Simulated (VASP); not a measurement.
TaN: single point with LDA

The system is TaN.

```
CELL_PARAMETERS angstrom
5.19100 0.00000 0.00000
-2.59550 4.49554 0.00000
0.00000 0.00000 2.90800
ATOMIC_POSITIONS crystal
Ta 0.00000 0.00000 0.00000
Ta 0.33333 0.66667 0.50000
Ta 0.66667 0.33333 0.50000
N 0.50000 0.00000 0.00000
N 0.00000 0.50000 0.00000
N 0.50000 0.50000 0.00000
```

* Program: VASP 6.6.1
* Task: single point
* Functional: LDA
* Potentials or basis: VASP PAW LDA potentials, release 64 (Ta_pv, N)
* Cutoff: 600 eV
* k mesh: 6 × 6 × 9
* Occupations: methfessel-paxton, width 0.1 eV
* Spin: no spin polarisation
* Dipole correction: no
* Further INCAR settings: ALGO = Normal; EDIFF = 1e-06; NBANDS = 33

- Pressure: -3.7 GPa
- Band gap on the k mesh: zero (bands 24 and 25 overlap by 2.07 eV)

Levels at points of the mesh, in eV from the Fermi level:
```csv
k point,band 21,band 22,band 23,band 24,band 25,band 26,band 27,band 28
"(0.00, 0.00, 0.00)",-2.79,-2.29,-1.88,-1.11,-1.11,0.97,0.97,1.41
"(0.50, 0.00, 0.00)",-3.18,-2.69,-1.48,-0.51,1.50,1.97,2.01,2.47
```

Run time: 50 s on 1 thread of Intel(R) Xeon(R) Platinum 8559C (Emerald Rapids), with other jobs on the host, peak memory 0.21 GiB.

Caveat: the cell stands under tension; spin-orbit coupling is left out, which moves the levels of the heavy elements.
